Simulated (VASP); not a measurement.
# TiO2 (P4_2/mnm) in VASP: a series of runs

The runs below take TiO2 through single point, with PBE+U.

All numbers are computed with VASP 6.6.1; they aren't measurements. Logs are shortened: lines on timing, memory, paths and dates and some standing lists are left out, and cuts for length are marked.

## Step 1: The cell of the first run

Symmetry: P4_2/mnm, No. 136, tetragonal system. Conventional cell: a = 4.826 Å, b = 4.826 Å, c = 2.766 Å, α = 90.00°, β = 90.00°, γ = 90.00°. Within 2.5 Å of Ti (site symmetry mmm) lie 6 O at 1.92 to 2.09 Å. Within 2.5 Å of O (site symmetry m2m) lie 3 Ti at 1.92 to 2.09 Å.

## Step 2: Single point, PBE+U (strain +0.040 along x and y, -0.080 along z)

Input file INCAR:

```
  ALGO = Normal
  EDIFF = 1E-6
  ENCUT = 520
  GGA = PE
  ISIF = 2
  ISMEAR = 0
  LASPH = T
  LCHARG = T
  LDAU = T
  LDAUJ = 0 0
  LDAUL = 2 -1
  LDAUPRINT = 1
  LDAUTYPE = 2
  LDAUU = 4 0
  LELF = T
  LMAXMIX = 4
  LREAL = F
  LVHAR = T
  LWAVE = F
  NBANDS = 33
  NELM = 150
  PREC = Accurate
  SIGMA = 0.05
```

Input file KPOINTS:

```
k-points
0
Gamma
  6 6 10
```

Input file POSCAR:

```
TiO2
1.0
    4.8259977085      0.0000000000      0.0000000000
    0.0000000000      4.8259977085      0.0000000000
    0.0000000000      0.0000000000      2.7658729780
Ti O
2 4
Direct
    0.0000000000      0.0000000000      0.0000000000
    0.5000000000      0.5000000000      0.5000000000
    0.3056475955      0.3056475955      0.0000000000
    0.1943524045      0.8056475955      0.5000000000
    0.6943524045      0.6943524045      0.0000000000
    0.8056475955      0.1943524045      0.5000000000
```

Potentials or basis: VASP PAW PBE potentials, release 64 (Ti_sv, O).

Run with:

```bash
> cat potpaw_PBE.64/Ti_sv/POTCAR potpaw_PBE.64/O/POTCAR > POTCAR
> mpirun -np 1 vasp_std > vasp.out
```

OUTCAR:

```text
EDIFF = 1E-6
   ENCUT = 520
   GGA = PE
   ISIF = 2
   ISMEAR = 0
   LASPH = T
   LREAL = F
   NELM = 150
   PREC = Accurate

 ion  position               nearest neighbor table
   1  0.000  0.000  0.000-   4 1.92   6 1.92   4 1.92   6 1.92   5 2.09   3 2.09
   2  0.500  0.500  0.500-   3 1.92   5 1.92   3 1.92   5 1.92   4 2.09   6 2.09
   3  0.306  0.306  0.000-   2 1.92   2 1.92   1 2.09
   4  0.194  0.806  0.500-   1 1.92   1 1.92   2 2.09
   5  0.694  0.694  0.000-   2 1.92   2 1.92   1 2.09
   6  0.806  0.194  0.500-   1 1.92   1 1.92   2 2.09

  LATTYP: Found a simple tetragonal cell.
 ALAT       =     4.8259977085
 C/A-ratio  =     0.5731194139

  Lattice vectors:

 A1 = (   4.8259977085,   0.0000000000,   0.0000000000)
 A2 = (   0.0000000000,   4.8259977085,   0.0000000000)
 A3 = (   0.0000000000,   0.0000000000,   2.7658729780)

Analysis of symmetry for initial positions (statically):
=====================================================================
 Subroutine PRICEL returns:
 Original cell was already a primitive cell.

 Routine SETGRP: Setting up the symmetry group for a
 simple tetragonal supercell.

 Subroutine GETGRP returns: Found 16 space group operations
 (whereof  8 operations were pure point group operations)
 out of a pool of 16 trial point group operations.

The static configuration has the point symmetry D_2h.
 The point group associated with its full space group is D_4h.

Analysis of symmetry for dynamics (positions and initial velocities):
=====================================================================
 Subroutine PRICEL returns:
 Original cell was already a primitive cell.

 Routine SETGRP: Setting up the symmetry group for a
 simple tetragonal supercell.

 Subroutine GETGRP returns: Found 16 space group operations
 (whereof  8 operations were pure point group operations)
 out of a pool of 16 trial point group operations.

The dynamic configuration has the point symmetry D_2h.
 The point group associated with its full space group is D_4h.

 Subroutine INISYM returns: Found 16 space group operations
 (whereof  8 operations are pure point group operations),
 and found     1 'primitive' translations

----------------------------------------------------------------------------------------

                                     Primitive cell

  volume of cell :      64.4179

  direct lattice vectors                    reciprocal lattice vectors
     4.825997709  0.000000000  0.000000000     0.207211039  0.000000000  0.000000000
     0.000000000  4.825997709  0.000000000     0.000000000  0.207211039  0.000000000
     0.000000000  0.000000000  2.765872978     0.000000000  0.000000000  0.361549503

  length of vectors
     4.825997709  4.825997709  2.765872978     0.207211039  0.207211039  0.361549503

  position of ions in fractional coordinates (direct lattice)
     0.000000000  0.000000000  0.000000000
     0.500000000  0.500000000  0.500000000
     0.305647595  0.305647595  0.000000000
     0.194352405  0.805647595  0.500000000
     0.694352405  0.694352405  0.000000000
     0.805647595  0.194352405  0.500000000

  ion indices of the primitive-cell ions
   primitive index   ion index
                 1           1
                 2           2
                 3           3
                 4           4
                 5           5
                 6           6

[... 107 lines left out ...]
 Gauss-broadening in eV      SIGMA  =   0.05
  energy-cutoff  :      520.00
  volume of cell :       64.42
 maximum number of plane-waves:      1772
 NGX is ok and might be reduce to    36
   NGX = 17   NGY = 17   NGZ = 11

atom =   1  type =  1  l = 2

 onsite density matrix

spin component  1

  0.1843  0.0000 -0.0490  0.0000  0.0000
  0.0000  0.2019  0.0000 -0.0952  0.0000
 -0.0490  0.0000  0.1330  0.0000  0.0000
  0.0000 -0.0952  0.0000  0.2019  0.0000
  0.0000  0.0000  0.0000  0.0000  0.0967

spin component  2

  0.1843  0.0000 -0.0490  0.0000  0.0000
  0.0000  0.2019  0.0000 -0.0952  0.0000
 -0.0490  0.0000  0.1330  0.0000  0.0000
  0.0000 -0.0952  0.0000  0.2019  0.0000
  0.0000  0.0000  0.0000  0.0000  0.0967

 occupancies and eigenvectors

  o =  0.0967  v =  0.0000 -0.0000 -0.0000 -0.0000 -1.0000  0.0000  0.0000  0.0000  0.0000  0.0000      0.0000  0.0000  0.0000  0.0000  0.0000  0.0000  0.0000  0.0000  0.0000  0.0000
  o =  0.0967  v =  0.0000  0.0000  0.0000  0.0000  0.0000  0.0000 -0.0000 -0.0000 -0.0000 -1.0000      0.0000  0.0000  0.0000  0.0000  0.0000  0.0000  0.0000  0.0000  0.0000  0.0000
  o =  0.1033  v =  0.0000  0.0000  0.0000  0.0000  0.0000 -0.5178  0.0000 -0.8555  0.0000  0.0000      0.0000  0.0000  0.0000  0.0000  0.0000  0.0000  0.0000  0.0000  0.0000  0.0000
  o =  0.1033  v = -0.5178  0.0000 -0.8555  0.0000  0.0000  0.0000  0.0000  0.0000  0.0000  0.0000      0.0000  0.0000  0.0000  0.0000  0.0000  0.0000  0.0000  0.0000  0.0000  0.0000
  o =  0.1067  v =  0.0000  0.7071 -0.0000  0.7071 -0.0000  0.0000  0.0000  0.0000  0.0000  0.0000      0.0000  0.0000  0.0000  0.0000  0.0000  0.0000  0.0000  0.0000  0.0000  0.0000
  o =  0.1067  v =  0.0000  0.0000  0.0000  0.0000  0.0000  0.0000  0.7071 -0.0000  0.7071 -0.0000      0.0000  0.0000  0.0000  0.0000  0.0000  0.0000  0.0000  0.0000  0.0000  0.0000
  o =  0.2140  v = -0.8555  0.0000  0.5178  0.0000 -0.0000  0.0000  0.0000  0.0000  0.0000  0.0000      0.0000  0.0000  0.0000  0.0000  0.0000  0.0000  0.0000  0.0000  0.0000  0.0000
  o =  0.2140  v =  0.0000  0.0000  0.0000  0.0000  0.0000 -0.8555  0.0000  0.5178  0.0000 -0.0000      0.0000  0.0000  0.0000  0.0000  0.0000  0.0000  0.0000  0.0000  0.0000  0.0000
  o =  0.2971  v =  0.0000  0.0000  0.0000  0.0000  0.0000  0.0000 -0.7071  0.0000  0.7071  0.0000      0.0000  0.0000  0.0000  0.0000  0.0000  0.0000  0.0000  0.0000  0.0000  0.0000
  o =  0.2971  v =  0.0000 -0.7071  0.0000  0.7071  0.0000  0.0000  0.0000  0.0000  0.0000  0.0000      0.0000  0.0000  0.0000  0.0000  0.0000  0.0000  0.0000  0.0000  0.0000  0.0000

atom =   2  type =  1  l = 2

 onsite density matrix

spin component  1

  0.1843  0.0000  0.0490  0.0000 -0.0000
  0.0000  0.2019  0.0000  0.0952  0.0000
  0.0490  0.0000  0.1330  0.0000 -0.0000
  0.0000  0.0952  0.0000  0.2019  0.0000
 -0.0000  0.0000 -0.0000  0.0000  0.0967

spin component  2

  0.1843  0.0000  0.0490  0.0000 -0.0000
  0.0000  0.2019  0.0000  0.0952  0.0000
  0.0490  0.0000  0.1330  0.0000 -0.0000
  0.0000  0.0952  0.0000  0.2019  0.0000
 -0.0000  0.0000 -0.0000  0.0000  0.0967

 occupancies and eigenvectors

  o =  0.0967  v =  0.0000 -0.0000 -0.0000  0.0000 -1.0000  0.0000  0.0000  0.0000  0.0000  0.0000      0.0000  0.0000  0.0000  0.0000  0.0000  0.0000  0.0000  0.0000  0.0000  0.0000
  o =  0.0967  v =  0.0000  0.0000  0.0000  0.0000  0.0000  0.0000 -0.0000 -0.0000  0.0000 -1.0000      0.0000  0.0000  0.0000  0.0000  0.0000  0.0000  0.0000  0.0000  0.0000  0.0000
  o =  0.1033  v =  0.0000  0.0000  0.0000  0.0000  0.0000 -0.5178 -0.0000  0.8555  0.0000 -0.0000      0.0000  0.0000  0.0000  0.0000  0.0000  0.0000  0.0000  0.0000  0.0000  0.0000
  o =  0.1033  v = -0.5178 -0.0000  0.8555  0.0000 -0.0000  0.0000  0.0000  0.0000  0.0000  0.0000      0.0000  0.0000  0.0000  0.0000  0.0000  0.0000  0.0000  0.0000  0.0000  0.0000
  o =  0.1067  v =  0.0000  0.7071  0.0000 -0.7071 -0.0000  0.0000  0.0000  0.0000  0.0000  0.0000      0.0000  0.0000  0.0000  0.0000  0.0000  0.0000  0.0000  0.0000  0.0000  0.0000
  o =  0.1067  v =  0.0000  0.0000  0.0000  0.0000  0.0000  0.0000  0.7071  0.0000 -0.7071 -0.0000      0.0000  0.0000  0.0000  0.0000  0.0000  0.0000  0.0000  0.0000  0.0000  0.0000
  o =  0.2140  v = -0.8555  0.0000 -0.5178  0.0000  0.0000  0.0000  0.0000  0.0000  0.0000  0.0000      0.0000  0.0000  0.0000  0.0000  0.0000  0.0000  0.0000  0.0000  0.0000  0.0000
  o =  0.2140  v =  0.0000  0.0000  0.0000  0.0000  0.0000 -0.8555  0.0000 -0.5178  0.0000  0.0000      0.0000  0.0000  0.0000  0.0000  0.0000  0.0000  0.0000  0.0000  0.0000  0.0000
  o =  0.2971  v =  0.0000  0.0000  0.0000  0.0000  0.0000  0.0000  0.7071  0.0000  0.7071 -0.0000      0.0000  0.0000  0.0000  0.0000  0.0000  0.0000  0.0000  0.0000  0.0000  0.0000
  o =  0.2971  v =  0.0000  0.7071  0.0000  0.7071 -0.0000  0.0000  0.0000  0.0000  0.0000  0.0000      0.0000  0.0000  0.0000  0.0000  0.0000  0.0000  0.0000  0.0000  0.0000  0.0000

 number of electron      47.9999972 magnetization

 Free energy of the ion-electron system (eV)
  ---------------------------------------------------
  ext. energy  EPLUGINS =         0.00000000
  ---------------------------------------------------
  free energy    TOTEN  =       -47.80072749 eV

  energy without entropy =      -47.80072749  energy(sigma->0) =      -47.80072749

 E-fermi :   4.6319     XC(G=0): -11.2070

 val. band max:        4.3441525002   @ k =   0.0000   0.0000   0.1000
 cond. band min:       6.7477668387   @ k =   0.5000   0.5000   0.0000
 fundamental gap:      2.4036143385
 Fermi energy:         4.6319141547

 k-point     1 :       0.0000    0.0000    0.0000
  band No.  band energies     occupation
      1     -53.1848      2.00000
      2     -53.1743      2.00000
      3     -29.4144      2.00000
      4     -29.4144      2.00000
      5     -29.2986      2.00000
      6     -29.2986      2.00000
[... 853 lines left out ...]
     32       9.7280      0.00000
     33      11.1573      0.00000

 [... further k-points ...]

------------------------ aborting loop because EDIFF is reached ----------------------------------------

  FORCE on cell =-STRESS in cart. coord.  units (eV):
  Direction    XX          YY          ZZ          XY          YZ          ZX
  --------------------------------------------------------------------------------------
  -------------------------------------------------------------------------------------
  Total       -0.2606517     -0.2606517     15.6520177      0.0000000      0.0000000      0.0000000
  in kB       -6.4828314     -6.4828314    389.2910864      0.0000000      0.0000000      0.0000000
  external PRESSURE =     125.4418079 kB  Pullay stress =       0.0000000 kB

 VOLUME and BASIS-vectors are now :
 -----------------------------------------------------------------------------
  energy-cutoff  :      520.00
  volume of cell :       64.42
      direct lattice vectors                 reciprocal lattice vectors
     4.825997709  0.000000000  0.000000000     0.207211039  0.000000000  0.000000000
     0.000000000  4.825997709  0.000000000     0.000000000  0.207211039  0.000000000
     0.000000000  0.000000000  2.765872978     0.000000000  0.000000000  0.361549503

 POSITION                                       TOTAL-FORCE (eV/Angst)
 -----------------------------------------------------------------------------------
      0.00000      0.00000      0.00000         0.000000      0.000000      0.000000
      2.41300      2.41300      1.38294         0.000000      0.000000      0.000000
      1.47505      1.47505      0.00000        -0.315046     -0.315046     -0.000000
      0.93794      3.88805      1.38294         0.315046     -0.315046      0.000000
      3.35094      3.35094      0.00000         0.315046      0.315046      0.000000
      3.88805      0.93794      1.38294        -0.315046      0.315046      0.000000
 -----------------------------------------------------------------------------------
    total drift:                                0.000000      0.000000      0.000000

  FREE ENERGIE OF THE ION-ELECTRON SYSTEM (eV)
  ---------------------------------------------------
  free  energy   TOTEN  =       -47.8007274914 eV

  energy  without entropy=      -47.8007274914  energy(sigma->0) =      -47.80072749
```

It took 85 s on 1 thread of AMD EPYC 9R45 (Zen 5), shared host; peak memory 0.2 GiB.

Results:

```
Free energy            : -47.8007 eV
Pressure               : 12.5 GPa
Largest force          : 0.446 eV/Å
Band gap on the k mesh : 2.40 eV (least direct gap 2.46 eV)
```

Forces on the atoms (eV/Å):
```
Ti   0.000  0.000  0.000
Ti   0.000  0.000  0.000
O   -0.315 -0.315  0.000
O    0.315 -0.315  0.000
O    0.315  0.315  0.000
O   -0.315  0.315  0.000
```

Stress tensor (GPa, compression positive):
```
-0.65  0.00  0.00
 0.00 -0.65  0.00
 0.00  0.00 38.93
```

Eigenvalues of the final occupation matrices:
| site | spin | trace | eigenvalues |
| --- | --- | --- | --- |
| site 1 d | 1 | 0.82 | 0.10 0.10 0.11 0.21 0.30 |
| site 1 d | 2 | 0.82 | 0.10 0.10 0.11 0.21 0.30 |
| site 2 d | 1 | 0.82 | 0.10 0.10 0.11 0.21 0.30 |
| site 2 d | 2 | 0.82 | 0.10 0.10 0.11 0.21 0.30 |

Caveat: the cell differs from its parent crystal (strain +0.040 along x and y, -0.080 along z); the cell stands under pressure.

## Step 3: Single point, PBE+U (strain -0.040 along x and y, +0.080 along z)

Input file INCAR:

```
PREC     = Accurate       # precision mode
ENCUT    = 520            # plane-wave cutoff, eV
EDIFF    = 1E-7           # SCF threshold, eV
ISMEAR   = 0              # smearing method
SIGMA    = 0.05           # smearing width, eV
LREAL    = False          # projectors in reciprocal space
LASPH    = True           # aspherical terms in the spheres
NELM     = 150            # most SCF steps
ALGO     = Normal         # electronic algorithm
ISIF     = 2              # what is computed and relaxed
LWAVE    = False          # write WAVECAR
LCHARG   = False          # write CHGCAR
LMAXMIX  = 4              # l up to which the mixer works
LDAU     = True           # DFT+U
LDAUTYPE = 2            
LDAUL    = 2 -1           # shell
LDAUU    = 4 0            # U, eV
LDAUJ    = 0 0          
LDAUPRINT= 1            
GGA      = PE             # functional
NBANDS   = 33             # bands
```

Input file KPOINTS:

```
Automatic mesh
0
Gamma
  6 6 10
```

POSCAR: that of step 2 with these lines changed.

```diff
@@ -2,5 +2,5 @@
 1.0
-    4.8259977085      0.0000000000      0.0000000000
-    0.0000000000      4.8259977085      0.0000000000
-    0.0000000000      0.0000000000      2.7658729780
+    4.4547671155      0.0000000000      0.0000000000
+    0.0000000000      4.4547671155      0.0000000000
+    0.0000000000      0.0000000000      3.2468943654
 Ti O
```

Potentials or basis: VASP PAW PBE potentials, release 64 (Ti_sv, O).

Run with:

```bash
> cat potpaw_PBE.64/Ti_sv/POTCAR potpaw_PBE.64/O/POTCAR > POTCAR
> mpirun -np 1 vasp_std > vasp.out
```

It took 83 s on 1 thread of AMD EPYC 9R45 (Zen 5), shared host; peak memory 0.21 GiB.

Results (log left out):

| Quantity | Value |
| --- | --- |
| Free energy | -48.0168 eV |
| Pressure | 2.1 GPa |
| Largest force | 0.095 eV/Å |
| Band gap on the k mesh | 2.36 eV |

Forces on the atoms (eV/Å):
```
Ti   0.000  0.000  0.000
Ti   0.000  0.000  0.000
O    0.067  0.067  0.000
O   -0.067  0.067  0.000
O   -0.067 -0.067  0.000
O    0.067 -0.067  0.000
```

Stress tensor (GPa, compression positive):
```
 10.87   0.00   0.00
  0.00  10.87   0.00
  0.00   0.00 -15.45
```

Levels at points of the mesh, in eV from the valence-band top:
```
           k point  band 22  band 23  band 24  band 25  band 26  band 27
(0.00, 0.00, 0.00)    -0.25    -0.25     0.00     2.36     2.71     2.71
(0.50, 0.00, 0.00)    -2.12    -0.66    -0.66     2.97     2.97     3.38
(0.50, 0.50, 0.00)    -1.65    -0.81    -0.81     2.47     2.47     2.75
(0.00, 0.00, 0.50)    -2.00    -1.20    -1.20     2.93     2.93     3.50
(0.50, 0.00, 0.50)    -1.82    -0.91    -0.91     2.39     2.39     3.10
(0.50, 0.50, 0.50)    -1.14    -0.51    -0.51     3.03     3.03     3.05
```

Eigenvalues of the final occupation matrices:
```csv
site,spin,trace,eigenvalues
site 1 d,1,0.77,0.06 0.09 0.11 0.23 0.27
site 1 d,2,0.77,0.06 0.09 0.11 0.23 0.27
site 2 d,1,0.77,0.06 0.09 0.11 0.23 0.27
site 2 d,2,0.77,0.06 0.09 0.11 0.23 0.27
```

Caveat: the cell differs from its parent crystal (strain -0.040 along x and y, +0.080 along z). A k mesh can miss the band edges.

(Part 1 of 2 ends here.)
